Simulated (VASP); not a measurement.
# Bi2H in VASP: further runs

Bi2H is run at these levels: PBE+D3(BJ); tasks: single point.

Everything below comes from runs of VASP 6.6.1. Logs are shortened: lines on timing, memory, paths and dates and some standing lists are left out, and cuts for length are marked.

## 1. The cell of the first run

The cell holds a slab with vacuum, 3 atoms: a = 4.279 Å, b = 4.279 Å, c = 17.247 Å, α = 90.00°, β = 90.00°, γ = 120.00°.

## 2. Single point, PBE+D3(BJ), collinear spin

Contents of INCAR:

```
PREC = Accurate
ENCUT = 520
EDIFF = 1E-6
ISMEAR = 0
SIGMA = 0.05
LREAL = False
LASPH = True
NELM = 150
ALGO = Normal
ISIF = 2
LWAVE = False
LCHARG = False
ISPIN = 2
MAGMOM = 0 0 1
LORBIT = 11
LDIPOL = True
IDIPOL = 3
DIPOL = 0.5 0.5 0.301
GGA = PE
IVDW = 12
NBANDS = 26
```

Contents of KPOINTS:

```
Automatic mesh
0
Gamma
  6 6 1
```

Contents of POSCAR:

```
Bi2H
1.0
    4.2790193530      0.0000000000      0.0000000000
   -2.1395096765      3.7057394630      0.0000000000
    0.0000000000      0.0000000000     17.2471505494
Bi H
2 1
Direct
    0.3333333333      0.6666666667      0.3332231914
    0.6666666667      0.3333333334      0.2319223682
    1.2222222222      1.1111111111      0.3389584405
```

Potentials or basis: VASP PAW PBE potentials, release 64 (Bi_d, H).

The run is started by

```console
$ cat potpaw_PBE.64/Bi_d/POTCAR potpaw_PBE.64/H/POTCAR > POTCAR
$ mpirun -np 1 vasp_std > vasp.out
```

OUTCAR:

```text
PREC = Accurate
   ENCUT = 520
   EDIFF = 1E-6
   ISMEAR = 0
   LREAL = False
   LASPH = True
   NELM = 150
   ISIF = 2
   ISPIN = 2
   LORBIT = 11
   GGA = PE
   IVDW = 12
 IVDW          = 12

 ion  position               nearest neighbor table
   1  0.333  0.667  0.333-   3 2.18   3 2.18   2 3.03   2 3.03   2 3.03
   2  0.667  0.333  0.232-   1 3.03   1 3.03   1 3.03
   3  0.222  0.111  0.339-   1 2.18   1 2.18

  LATTYP: Found a hexagonal cell.
 ALAT       =     4.2790193530
 C/A-ratio  =     4.0306315832

  Lattice vectors:

 A1 = (   4.2790193530,   0.0000000000,   0.0000000000)
 A2 = (  -2.1395096765,   3.7057394630,   0.0000000000)
 A3 = (   0.0000000000,   0.0000000000,  17.2471505494)

Analysis of symmetry for initial positions (statically):
=====================================================================
 Subroutine PRICEL returns:
 Original cell was already a primitive cell.

 Routine SETGRP: Setting up the symmetry group for a
 hexagonal supercell.

 Subroutine GETGRP returns: Found  2 space group operations
 (whereof  2 operations were pure point group operations)
 out of a pool of 24 trial point group operations.

The static configuration has the point symmetry C_1h.

Analysis of symmetry for dynamics (positions and initial velocities):
=====================================================================
 Subroutine PRICEL returns:
 Original cell was already a primitive cell.

 Routine SETGRP: Setting up the symmetry group for a
 hexagonal supercell.

 Subroutine GETGRP returns: Found  2 space group operations
 (whereof  2 operations were pure point group operations)
 out of a pool of 24 trial point group operations.

The dynamic configuration has the point symmetry C_1h.

Analysis of structural, dynamic, and magnetic symmetry:
=====================================================================
 Subroutine PRICEL returns:
 Original cell was already a primitive cell.

 Routine SETGRP: Setting up the symmetry group for a
 hexagonal supercell.

 Subroutine GETGRP returns: Found  2 space group operations
 (whereof  2 operations were pure point group operations)
 out of a pool of 24 trial point group operations.

The overall configuration has the point symmetry C_1h.

 Subroutine INISYM returns: Found  2 space group operations
 (whereof  2 operations are pure point group operations),
 and found     1 'primitive' translations

----------------------------------------------------------------------------------------

                                     Primitive cell

  volume of cell :     273.4869
[... 113 lines left out ...]
  volume of cell :      273.49
 maximum number of plane-waves:      7388
   NGX = 15   NGY = 15   NGZ = 65

 dipolmoment           0.000000      0.000000     -0.000471 electrons x Angstroem

 number of electron      31.0000002 magnetization       0.0000351

 number of electron      31.0000002 magnetization      -0.0000518

 dipolmoment           0.000000      0.000000      0.003018 electrons x Angstroem

 Free energy of the ion-electron system (eV)
  ---------------------------------------------------
  ext. energy  EPLUGINS =         0.00000000
  ---------------------------------------------------
  free energy    TOTEN  =        -9.44863709 eV

  energy without entropy =       -9.44527689  energy(sigma->0) =       -9.44695699

 E-fermi :  -1.2172     XC(G=0):  -3.3188

 val. band max:       -1.2181754581   @ k =   0.0000   0.1667   0.0000
 cond. band min:      -1.0718737631   @ k =   0.5000   0.3333   0.0000
 fundamental gap:      0.1463016950
 Fermi energy:        -1.2172354596

 spin component 1

 k-point     1 :       0.0000    0.0000    0.0000
  band No.  band energies     occupation
      1     -24.2810      1.00000
      2     -24.2545      1.00000
      3     -24.1516      1.00000
      4     -24.1165      1.00000
      5     -24.1030      1.00000
      6     -23.9515      1.00000
[... 366 lines left out ...]
     25       5.8404      0.00000
     26       6.2768      0.00000
 Fermi energy:        -1.2172354596

 spin component 2

 k-point     1 :       0.0000    0.0000    0.0000
  band No.  band energies     occupation
      1     -24.2810      1.00000
      2     -24.2545      1.00000
      3     -24.1516      1.00000
      4     -24.1165      1.00000
      5     -24.1030      1.00000
      6     -23.9515      1.00000
[... 366 lines left out ...]
     25       5.8524      0.00000
     26       6.3066      0.00000

------------------------ aborting loop because EDIFF is reached ----------------------------------------

 vacuum level on the upper side and lower side of the slab       (xc-potential included)         0.036        -0.003

 Edisp (eV)   -0.53276

 E8    (eV) :    -0.2672

  FORCE on cell =-STRESS in cart. coord.  units (eV):
  Direction    XX          YY          ZZ          XY          YZ          ZX
  --------------------------------------------------------------------------------------
  -------------------------------------------------------------------------------------
  Total       0.33885     1.63605     1.38233    -1.12341    -0.22475    -0.38928
  in kB       1.98508     9.58452     8.09816    -6.58131    -1.31667    -2.28053
  external pressure =        6.56 kB  Pullay stress =        0.00 kB

 VOLUME and BASIS-vectors are now :
 -----------------------------------------------------------------------------
  energy-cutoff  :      520.00
  volume of cell :      273.49
      direct lattice vectors                 reciprocal lattice vectors
     4.279019353  0.000000000  0.000000000     0.233698406  0.134925837  0.000000000
    -2.139509676  3.705739463  0.000000000     0.000000000  0.269851675  0.000000000
     0.000000000  0.000000000 17.247150549     0.000000000  0.000000000  0.057980592

 POSITION                                       TOTAL-FORCE (eV/Angst)
 -----------------------------------------------------------------------------------
     -0.00000      2.47049      5.74715        -0.202944     -0.117170      0.817783
      2.13951      1.23525      4.00000         0.221789      0.128050     -0.819631
      0.71317      0.41175      5.84607        -0.018845     -0.010880      0.001848
 -----------------------------------------------------------------------------------
    total drift:                               -0.000021     -0.000013     -0.001496

  FREE ENERGIE OF THE ION-ELECTRON SYSTEM (eV)
  ---------------------------------------------------
  free  energy   TOTEN  =        -9.9813951821 eV

  energy  without entropy=       -9.9780349759  energy(sigma->0) =       -9.97971508

 vacuum level on the upper side and lower side of the slab         2.648         2.624

 total charge

# of ion       s       p       d       tot
------------------------------------------
    1        1.545   1.346   9.934  12.824
    2        1.533   1.358   9.910  12.801
    3        0.470   0.010   0.000   0.480
--------------------------------------------------
tot          3.547   2.713  19.844  26.105

 magnetization (x)

# of ion       s       p       d       tot
------------------------------------------
    1       -0.000   0.000  -0.000   0.000
    2        0.000  -0.000  -0.000  -0.000
    3       -0.000  -0.000   0.000  -0.000
--------------------------------------------------
tot         -0.000  -0.000  -0.000  -0.000
```

stdout:

```text
POSCAR found type information on POSCAR BiH
 POSCAR found :  2 types and       3 ions
 scaLAPACK will be used
 LDA part: xc-table for (Slater+PW92), standard interpolation
 POSCAR, INCAR and KPOINTS ok, starting setup
 FFT: planning ... GRIDC
 FFT: planning ... GRID_SOFT
 FFT: planning ... GRID
 WAVECAR not read
 entering main loop
```

Run time: 2.5 min. Hardware: 1 thread of Intel Xeon 6975P-C (Granite Rapids), shared host; peak memory 0.5 GiB.

Results:

- Free energy: -9.9814 eV
- Largest force: 0.859 eV/Å
- Net moment: 0.00 μB per cell
- Valence electrons inside the program's atomic spheres: Bi 12.82, 12.80; H 0.48
- Dispersion energy per atom: -0.178 eV

Forces in eV/Å, atoms in the order of the input:
```
Bi  -0.203 -0.117  0.818
Bi   0.222  0.128 -0.820
H   -0.019 -0.011  0.002
```

Caveat: spin-orbit coupling is left out, which moves the levels of the heavy elements.

## 3. Single point, PBE+D3(BJ), collinear spin

Contents of INCAR:

```
SYSTEM = Bi2H
PREC     = Accurate       ! precision mode
ENCUT    = 520            ! plane-wave cutoff, eV
EDIFF    = 1E-7           ! SCF threshold, eV
ISMEAR   = 0              ! smearing method
SIGMA    = 0.05           ! smearing width, eV
LREAL    = .FALSE.        ! projectors in reciprocal space
LASPH    = .TRUE.         ! aspherical terms in the spheres
NELM     = 150            ! most SCF steps
ALGO     = Normal         ! electronic algorithm
ISIF     = 2              ! what is computed and relaxed
LWAVE    = .FALSE.        ! write WAVECAR
LCHARG   = .FALSE.        ! write CHGCAR
ISPIN    = 2              ! spin polarisation
MAGMOM   = 0 0 1          ! initial moments
LORBIT   = 11             ! projections on sites
LDIPOL   = .TRUE.       
IDIPOL   = 3            
DIPOL    = 0.5 0.5 0.332
GGA      = PE             ! functional
IVDW     = 12             ! dispersion correction
NBANDS   = 26             ! bands
```

Contents of KPOINTS:

```
regular mesh
0
G
  6 6 1
  0 0 0
```

POSCAR, as its differences from that of step 2:

```diff
@@ -10,2 +10,2 @@
     0.6666666667      0.3333333334      0.2319223682
-    1.2222222222      1.1111111111      0.3389584405
+    0.5555555556      0.7777777778      0.4312901708
```

Potentials or basis: VASP PAW PBE potentials, release 64 (Bi_d, H).

The run is started by

```console
$ cat potpaw_PBE.64/Bi_d/POTCAR potpaw_PBE.64/H/POTCAR > POTCAR
$ mpirun -np 1 vasp_std > vasp.out
```

It took 2.9 min on 1 thread of Intel Xeon 6975P-C (Granite Rapids), shared host; peak memory 0.51 GiB.

The run converged. Its results:

```yaml
Free_energy: -9.9926 eV
Largest_force: 0.657 eV/Å
Net_moment: 0.02 μB per cell
Valence_electrons_inside_the_program's_atomic_spheres: Bi 12.86, 12.80; H 0.49
Dispersion_energy_per_atom: -0.168 eV
```

Forces on the atoms (eV/Å):
```
Bi   0.422  0.244  0.233
Bi  -0.531 -0.307 -0.235
H    0.109  0.063  0.002
```

Levels at points of the mesh, in eV from the Fermi level:
Spin up:
```
           k point  band 13  band 14  band 15  band 16  band 17  band 18  band 19  band 20
(0.00, 0.00, 0.00)    -3.37    -0.44    -0.30    -0.02     1.89     2.25     3.09     3.51
(0.50, 0.00, 0.00)    -4.67    -2.35    -1.78    -0.83     1.08     2.79     4.00     4.65
(0.00, 0.50, 0.00)    -4.18    -3.22    -1.81    -0.29     1.53     2.42     3.46     4.92
```
Spin down:
```
           k point  band 12  band 13  band 14  band 15  band 16  band 17  band 18  band 19  band 20  band 21
(0.00, 0.00, 0.00)    -9.26    -3.36    -0.44    -0.30    -0.01     1.89     2.26     3.09     3.51     4.70
(0.50, 0.00, 0.00)   -10.10    -4.66    -2.35    -1.78    -0.81     1.09     2.79     4.01     4.65     5.59
(0.00, 0.50, 0.00)   -10.18    -4.17    -3.22    -1.81    -0.28     1.54     2.43     3.47     4.93     5.78
```

Caveat: spin-orbit coupling is left out, which moves the levels of the heavy elements.

[end of part 1 of 2]
